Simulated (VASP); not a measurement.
# Sc (P6_3/mmc) in VASP: single point with PBEsol

Aim: the single point of Sc with PBEsol.

All numbers are computed with VASP 6.6.1; they aren't measurements. Logs are shortened: lines on timing, memory, paths and dates and some standing lists are left out, and cuts for length are marked.

**1. The cell of the first run**

The structure is hexagonal, space group P6_3/mmc (No. 194). The conventional cell has a = 3.277 Å, b = 3.277 Å, c = 5.083 Å, α = 90.00°, β = 90.00°, γ = 120.00°. Within 4.2 Å of Sc (site symmetry -6m2) lie 12 Sc at 3.17 to 3.28 Å.

**2. Single point, PBEsol**

INCAR reads:

```
ALGO = Normal
EDIFF = 1E-6
ENCUT = 500
GGA = PS
GGA_COMPAT = F
ISIF = 2
ISMEAR = 0
LASPH = T
LCHARG = T
LELF = T
LREAL = F
LVHAR = T
LWAVE = F
NBANDS = 18
NELM = 120
PREC = Accurate
SIGMA = 0.1
```

KPOINTS reads:

```
k-points
0
Gamma
  6 6 4
```

POSCAR reads:

```
Sc
1.0
    3.2770106429      0.0000000029      0.0000000000
   -1.6385053240      2.8379744638      0.0000000000
    0.0000000000      0.0000000000      5.0825631341
Sc
2
Direct
    0.3333333333      0.6666666667      0.2500000000
    0.6666666667      0.3333333333      0.7500000000
```

Potentials or basis: VASP PAW PBE potentials, release 64 (Sc_sv).

Started as:

```console
$ cat potpaw_PBE.64/Sc_sv/POTCAR > POTCAR
$ mpirun -np 1 vasp_std > vasp.out
```

OUTCAR:

```text
EDIFF = 1E-6
   ENCUT = 500
   GGA = PS
   ISIF = 2
   ISMEAR = 0
   LASPH = T
   LREAL = F
   NELM = 120
   PREC = Accurate

 ion  position               nearest neighbor table
   1  0.333  0.667  0.250-   2 3.17   2 3.17   2 3.17   2 3.17   2 3.17   2 3.17
   2  0.667  0.333  0.750-   1 3.17   1 3.17   1 3.17   1 3.17   1 3.17   1 3.17

  LATTYP: Found a hexagonal cell.
 ALAT       =     3.2770106429
 C/A-ratio  =     1.5509754737

  Lattice vectors:

 A1 = (   3.2770106429,   0.0000000029,   0.0000000000)
 A2 = (  -1.6385053240,   2.8379744638,   0.0000000000)
 A3 = (   0.0000000000,   0.0000000000,   5.0825631341)

Analysis of symmetry for initial positions (statically):
=====================================================================
 Subroutine PRICEL returns:
 Original cell was already a primitive cell.

 Routine SETGRP: Setting up the symmetry group for a
 hexagonal supercell.

 Subroutine GETGRP returns: Found 24 space group operations
 (whereof 12 operations were pure point group operations)
 out of a pool of 24 trial point group operations.

The static configuration has the point symmetry D_3d.
 The point group associated with its full space group is D_6h.

Analysis of symmetry for dynamics (positions and initial velocities):
=====================================================================
 Subroutine PRICEL returns:
 Original cell was already a primitive cell.

 Routine SETGRP: Setting up the symmetry group for a
 hexagonal supercell.

 Subroutine GETGRP returns: Found 24 space group operations
 (whereof 12 operations were pure point group operations)
 out of a pool of 24 trial point group operations.

The dynamic configuration has the point symmetry D_3d.
 The point group associated with its full space group is D_6h.

 Subroutine INISYM returns: Found 24 space group operations
 (whereof 12 operations are pure point group operations),
 and found     1 'primitive' translations

----------------------------------------------------------------------------------------

                                     Primitive cell

  volume of cell :      47.2682

  direct lattice vectors                    reciprocal lattice vectors
     3.277010643  0.000000003  0.000000000     0.305156165  0.176181994  0.000000000
    -1.638505324  2.837974464  0.000000000    -0.000000000  0.352363988  0.000000000
     0.000000000  0.000000000  5.082563134     0.000000000  0.000000000  0.196751122

  length of vectors
     3.277010643  3.277010643  5.082563134     0.352363988  0.352363988  0.196751122

  position of ions in fractional coordinates (direct lattice)
     0.333333333  0.666666667  0.250000000
     0.666666667  0.333333333  0.750000000

  ion indices of the primitive-cell ions
   primitive index   ion index
                 1           1
                 2           2

----------------------------------------------------------------------------------------

 KPOINTS: k-points

Automatic generation of k-mesh.
 Grid dimensions read from file:
 generate k-points for:    6    6    4

 Generating k-lattice:

  Cartesian coordinates                     Fractional coordinates (reciprocal lattice)
     0.050859361  0.029363666  0.000000000     0.166666667  0.000000000  0.000000000
    -0.000000000  0.058727331  0.000000000     0.000000000  0.166666667  0.000000000
     0.000000000  0.000000000  0.049187781     0.000000000  0.000000000  0.250000000

  Length of vectors
     0.058727331  0.058727331  0.049187781

  Shift w.r.t. Gamma in fractional coordinates (k-lattice)
     0.000000000  0.000000000  0.000000000

 Subroutine IBZKPT returns following result:
 ===========================================

 Found     21 irreducible k-points:

 Following reciprocal coordinates:
            Coordinates               Weight
  0.000000  0.000000  0.000000      1.000000
  0.166667  0.000000  0.000000      6.000000
  0.333333  0.000000  0.000000      6.000000
  0.500000  0.000000  0.000000      3.000000
  0.166667  0.166667  0.000000      6.000000
  0.333333  0.166667  0.000000     12.000000
[... 13 lines left out ...]
  0.333333  0.166667  0.500000     12.000000
  0.333333  0.333333  0.500000      2.000000
   k-points           NKPTS =     21   k-points in BZ     NKDIM =     21   number of bands    NBANDS=     18
   number of dos      NEDOS =    301   number of ions     NIONS =      2
   total plane-waves  NPLWV =  23040
   dimension x,y,z NGX =    24 NGY =   24 NGZ =   40
   dimension x,y,z NGXF=    48 NGYF=   48 NGZF=   80
   ions per type =               2
   NGX,Y,Z   is equivalent  to a cutoff of  12.18, 12.18, 13.08 a.u.
   NGXF,Y,Z  is equivalent  to a cutoff of  24.35, 24.35, 26.17 a.u.
 SYSTEM =  unknown system
   PREC   = accura    normal or accurate (medium, high low for compatibility)
   ISTART =      0    job   : 0-new  1-cont  2-samecut
   ICHARG =      2    charge: 1-file 2-atom 10-const
   ISPIN  =      1    spin polarized calculation?
   LNONCOLLINEAR =      F non collinear calculations
   LSORBIT =      F    spin-orbit coupling
   LASPH  =      T    aspherical Exc in radial PAW
   ENCUT  =  500.0 eV  36.75 Ry    6.06 a.u.   5.97  5.97  9.27*2*pi/ulx,y,z
   NELM   =    120;   NELMIN=  2; NELMDL= -5     # of ELM steps
   EDIFF  = 0.1E-05   stopping-criterion for ELM
   LREAL  =      F    real-space projection
[... 7 lines left out ...]
   TEBEG  =    0.0;   TEEND  =   0.0 temperature during run
   PSTRESS=    0.0 pullay stress
   NELECT =      22.0000    total number of electrons
   NUPDOWN=      -1.0000    fix difference up-down
   EMIN   =  10.00;   EMAX   =-10.00  energy-range for DOS
   EFERMI =   0.00;   METHOD = LEGACY
   ISMEAR =     0;   SIGMA  =   0.10  broadening in eV -4-tet -1-fermi 0-gaus
   EFERMI_NEDOS =   21; number of points for ismear=-14 and -15
   IALGO  =     38    algorithm
   IMIX   =      4    mixing-type and parameters
     AMIX     =   0.40;   BMIX     =  1.00
     AMIX_MAG =   1.60;   BMIX_MAG =  1.00
  volume/ion in A,a.u.               =      23.63       159.49
  Fermi-wavevector in a.u.,A,eV,Ry     =   1.268701  2.397498 21.899975  1.609603
  Thomas-Fermi vector in A             =   2.401782
   LORBIT       =      0    0 simple, 1 ext, 2 COOP (PROOUT), +10 PAW based schemes
   GGA     = PS    functional components
   LHFCALC =     F    Hartree Fock is set to
   AEXX    =    0.0000 exact exchange contribution
   IVDW    =     0    specifies the selected vdW correction
   LEPSILON=     F    determine dielectric tensor
   LRPA    =     F    only Hartree local field effects (RPA)
 non-spin polarized calculation
 Gauss-broadening in eV      SIGMA  =   0.10
  energy-cutoff  :      500.00
  volume of cell :       47.27
 maximum number of plane-waves:      1224
 NGX is ok and might be reduce to    24
   NGX = 11   NGY = 11   NGZ = 19

 number of electron      22.0000008 magnetization

 Free energy of the ion-electron system (eV)
  ---------------------------------------------------
  ext. energy  EPLUGINS =         0.00000000
  ---------------------------------------------------
  free energy    TOTEN  =       -13.23822709 eV

  energy without entropy =      -13.22803197  energy(sigma->0) =      -13.23312953

 E-fermi :   3.8418     XC(G=0): -10.1627

 val. band max:        3.7475768548   @ k =   0.3333   0.1667   0.2500
 cond. band min:       3.8692636568   @ k =   0.3333   0.0000   0.0000
 fundamental gap:      0.1216868020
 Fermi energy:         3.8417636356

 k-point     1 :       0.0000    0.0000    0.0000
  band No.  band energies     occupation
      1     -45.2779      2.00000
      2     -45.1897      2.00000
      3     -24.2309      2.00000
      4     -23.8446      2.00000
      5     -23.8446      2.00000
      6     -23.7658      2.00000
[... 10 lines left out ...]
     17       6.2067      0.00000
     18       6.2067      0.00000

 k-point     2 :       0.1667    0.0000    0.0000
  band No.  band energies     occupation
      1     -45.2630      2.00000
      2     -45.1852      2.00000
      3     -24.1899      2.00000
      4     -23.9194      2.00000
      5     -23.8702      2.00000
      6     -23.8432      2.00000
[... 10 lines left out ...]
     17       6.2663      0.00000
     18       6.3282      0.00000

 k-point     3 :       0.3333    0.0000    0.0000
  band No.  band energies     occupation
      1     -45.2300      2.00000
      2     -45.1793      2.00000
      3     -24.0900      2.00000
      4     -24.0720      2.00000
      5     -23.9891      2.00000
      6     -23.9179      2.00000
[... 10 lines left out ...]
     17       7.1652      0.00000
     18       7.2636      0.00000

 k-point     4 :       0.5000    0.0000    0.0000
  band No.  band energies     occupation
      1     -45.2093      2.00000
      2     -45.1805      2.00000
      3     -24.1492      2.00000
      4     -24.0584      2.00000
      5     -24.0154      2.00000
      6     -23.9406      2.00000
[... 10 lines left out ...]
     17       7.9563      0.00000
     18       8.0823      0.00000

 k-point     5 :       0.1667    0.1667    0.0000
  band No.  band energies     occupation
      1     -45.2389      2.00000
      2     -45.1802      2.00000
      3     -24.1186      2.00000
      4     -23.9975      2.00000
      5     -23.9892      2.00000
      6     -23.8851      2.00000
[... 10 lines left out ...]
     17       6.7789      0.00000
     18       7.2076      0.00000

 k-point     6 :       0.3333    0.1667    0.0000
  band No.  band energies     occupation
      1     -45.2095      2.00000
      2     -45.1804      2.00000
      3     -24.1097      2.00000
      4     -24.0366      2.00000
      5     -24.0167      2.00000
      6     -23.9607      2.00000
[... 244 lines left out ...]
 k-point    18 :       0.5000    0.0000    0.5000
  band No.  band energies     occupation
      1     -45.1949      2.00000
      2     -45.1949      2.00000
      3     -24.1893      2.00000
      4     -24.1893      2.00000
      5     -23.8755      2.00000
      6     -23.8755      2.00000
[... 10 lines left out ...]
     17       7.8656      0.00000
     18       7.9100      0.00000

 k-point    19 :       0.1667    0.1667    0.5000
  band No.  band energies     occupation
      1     -45.2096      2.00000
      2     -45.2096      2.00000
      3     -24.0828      2.00000
      4     -24.0828      2.00000
      5     -23.8821      2.00000
      6     -23.8821      2.00000
[... 10 lines left out ...]
     17       7.4470      0.00000
     18       7.4814      0.00000

 k-point    20 :       0.3333    0.1667    0.5000
  band No.  band energies     occupation
      1     -45.1949      2.00000
      2     -45.1949      2.00000
      3     -24.1547      2.00000
      4     -24.1547      2.00000
      5     -23.9379      2.00000
      6     -23.9379      2.00000
[... 10 lines left out ...]
     17       7.7832      0.00000
     18       7.7833      0.00000

 k-point    21 :       0.3333    0.3333    0.5000
  band No.  band energies     occupation
      1     -45.1900      2.00000
      2     -45.1900      2.00000
      3     -24.1327      2.00000
      4     -24.1327      2.00000
      5     -24.0121      2.00000
      6     -24.0121      2.00000
[... 10 lines left out ...]
     17       7.6005      0.00000
     18       7.6005      0.00000

------------------------ aborting loop because EDIFF is reached ----------------------------------------

  FORCE on cell =-STRESS in cart. coord.  units (eV):
  Direction    XX          YY          ZZ          XY          YZ          ZX
  --------------------------------------------------------------------------------------
  -------------------------------------------------------------------------------------
  Total        0.0549095      0.0549095     -0.1843879     -0.0000000      0.0000000      0.0000000
  in kB        1.8611829      1.8611829     -6.2499122     -0.0000000      0.0000000      0.0000000
  external PRESSURE =      -0.8425155 kB  Pullay stress =       0.0000000 kB

 VOLUME and BASIS-vectors are now :
 -----------------------------------------------------------------------------
  energy-cutoff  :      500.00
  volume of cell :       47.27
      direct lattice vectors                 reciprocal lattice vectors
     3.277010643  0.000000003  0.000000000     0.305156165  0.176181994  0.000000000
    -1.638505324  2.837974464  0.000000000    -0.000000000  0.352363988  0.000000000
     0.000000000  0.000000000  5.082563134     0.000000000  0.000000000  0.196751122

 POSITION                                       TOTAL-FORCE (eV/Angst)
 -----------------------------------------------------------------------------------
     -0.00000      1.89198      1.27064        -0.000000     -0.000000      0.000000
      1.63851      0.94599      3.81192         0.000000      0.000000      0.000000
 -----------------------------------------------------------------------------------
    total drift:                                0.000000     -0.000000      0.000000

  FREE ENERGIE OF THE ION-ELECTRON SYSTEM (eV)
  ---------------------------------------------------
  free  energy   TOTEN  =       -13.2382270934 eV

  energy  without entropy=      -13.2280319739  energy(sigma->0) =      -13.23312953
```

It took 6.2 s on 1 thread of Intel Xeon 6975P-C (Granite Rapids), shared host; peak memory 0.16 GiB.

Results:

```yaml
Free_energy: -13.2382 eV
Pressure: -0.1 GPa
Band_gap_on_the_k_mesh: zero (bands 11 and 12 overlap by 1.58 eV)
```

Caveat: the k points lie up to 0.37 Å⁻¹ apart, too coarse for converged energies and pressures of a metal; the PAW data sets were made with another functional, which shifts forces and pressure a little.
